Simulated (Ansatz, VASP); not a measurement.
## One calculation of ZrReH, two programs

```
Zr H Re
1.0
     3.43639    0.00000    0.00000
     0.00000    3.43639    0.00000
     0.00000    0.00000    6.64322
Zr H Re
2 2 2
Direct
  0.00000 0.50000 0.20000
  0.50000 0.00000 0.80000
  0.00000 0.00000 0.00000
  0.50000 0.50000 0.00000
  0.00000 0.50000 0.70000
  0.50000 0.00000 0.30000
```

Alike in both runs: task relaxation of cell and atoms; functional RPBE; k mesh 5 × 5 × 3; no spin polarisation.

```csv
,VASP,Ansatz
version,VASP 6.6.1,Ansatz 0.2.0
potentials or method,"VASP PAW PBE potentials, release 64 (Zr_sv, H, Re), cutoff 600 eV",PAW plane waves
occupations,"fermi-dirac, width 0.1 eV",fermi-dirac
valence electrons in the cell,40,56
```

```csv
,VASP,Ansatz,Ansatz less VASP
"gap on the k mesh at the Fermi level, each at its own relaxed structure (eV)",none,none,-
relaxed volume (Å³/atom),13.49,13.51,+0.023
relaxed cell length with the largest relative difference (Å),8.103,8.113,+0.0106
```

VASP's potentials were made for PBE, not for RPBE. A gap of «none» marks a metal or a gap that the smearing closes. VASP's potentials hold 40 valence electrons a cell and Ansatz's 56, so a difference there can come from the potentials and not from the codes.

The k mesh is coarse, so the values compare programs but aren't converged. Spin-orbit coupling is off throughout.
